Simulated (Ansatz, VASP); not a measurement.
**HfN in VASP and in Ansatz**

```
Hf N
1.0
     0.00000    2.28873    2.28873
     2.28873    0.00000    2.28873
     2.28873    2.28873    0.00000
Hf N
1 1
Direct
  0.00000 0.00000 0.00000
  0.50000 0.50000 0.50000
```

Change from the starting cell: volume scaled by 1.04, crystal datasets.

Alike in both runs: task electric field gradients; functional LDA; k mesh 10 × 10 × 10; occupations fermi-dirac, width 0.03 eV; no spin polarisation.

```csv
,VASP,Ansatz
version,VASP 6.6.1,Ansatz 0.2.0
potentials or method,"VASP PAW LDA potentials, release 64 (Hf_pv, N), cutoff 520 eV","all-electron PAW with datasets made for the crystal, scalar-relativistic"
```

|  | VASP | Ansatz | Ansatz less VASP |
| --- | --- | --- | --- |
| pressure (GPa) | -20.0 | -18.6 | +1.32 |

LDA's correlation is that of Perdew and Zunger in VASP and of Perdew and Wang (1992) in Ansatz. Ansatz ran all-electron here, and VASP with PAW potentials.

Spin-orbit coupling is off throughout.
